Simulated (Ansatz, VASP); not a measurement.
## One calculation of PbF2, two programs

```
Pb F
1.0
     5.66965    0.00000    0.00000
     0.00000    5.66965    0.00000
     0.00000    0.00000    3.96758
Pb F
2 4
Direct
  0.50000 0.50000 0.50000
  0.00000 0.00000 0.00000
  0.69155 0.69155 0.00000
  0.80845 0.19155 0.50000
  0.30845 0.30845 0.00000
  0.19155 0.80845 0.50000
```

Alike in both runs: task relaxation of cell and atoms; functional PBE; k mesh 4 × 4 × 6; occupations gaussian, width 0.02 eV; no spin polarisation.

|  | VASP | Ansatz |
| --- | --- | --- |
| version | VASP 6.6.1 | Ansatz 0.2.0 |
| potentials or method | VASP PAW PBE potentials, release 64 (Pb_d, F), cutoff 600 eV | scalar-relativistic, plane waves, PAW |
| valence electrons in the cell | 56 | 56 |

|  | VASP | Ansatz | Ansatz less VASP |
| --- | --- | --- | --- |
| gap on the k mesh at the Fermi level, each at its own relaxed structure (eV) | 3.78 | 3.78 | +0.003 |
| relaxed volume (Å³/atom) | 21.18 | 21.26 | +0.076 |
| relaxed length of the cell vector where the two differ most in proportion (Å) | 5.671 | 5.682 | +0.0109 |

Spin-orbit coupling is off throughout.
